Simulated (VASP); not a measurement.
# LiNiP: single point with LDA

Crystal: LiNiP.

```
Li Ni P
1.0
     3.73738    0.00000    0.00000
     0.00000    3.73738    0.00000
     0.00000    0.00000    5.80037
Li Ni P
2 2 2
Direct
  0.00000 0.50000 0.33704
  0.50000 0.00000 0.66296
  0.00000 0.00000 0.00000
  0.50000 0.50000 0.00000
  0.00000 0.50000 0.78045
  0.50000 0.00000 0.21955
```

```json
{"Program": "VASP 6.6.1", "Task": "single point", "Functional": "LDA", "Potentials or basis": "VASP PAW LDA potentials, release 64 (Li_sv, Ni, P)", "Cutoff": "520 eV", "k mesh": "7 × 7 × 5", "Occupations": "fermi-dirac, width 0.1 eV", "Spin": "collinear spin, ferromagnetic start", "Starting moments": "[0.0, 0.0, 2.0, 2.0, 0.0, 0.0] μB"}
```

The largest force is 0.520 eV/Å and the band gap on the k mesh is zero (filled and empty bands overlap). The net moment is 0.00 μB per cell and the valence electrons inside the program's atomic spheres are Li 2.09; Ni 9.53; P 2.48.

Forces in eV/Å, atoms in the order of the input:
```
Li   0.000  0.000 -0.077
Li   0.000  0.000  0.077
Ni   0.000  0.000  0.000
Ni   0.000  0.000  0.000
P    0.000  0.000  0.520
P    0.000  0.000 -0.520
```

Levels at points of the mesh, in eV from the Fermi level:
Spin up:
```csv
k point,band 15,band 16,band 17,band 18,band 19,band 20,band 21,band 22
"(0.00, 0.00, 0.00)",-1.25,-1.25,-0.85,1.55,2.13,2.13,3.80,3.81
```
Spin down:
```tsv
k point	band 14	band 15	band 16	band 17	band 18	band 19	band 20	band 21	band 22	band 23
(0.00, 0.00, 0.00)	-1.50	-1.25	-1.25	-0.85	1.55	2.13	2.13	3.80	3.81	4.00
```

Wall time 56 s on 1 thread of Intel(R) Xeon(R) 6975P-C (Granite Rapids) (shared host), peak memory 0.24 GiB.
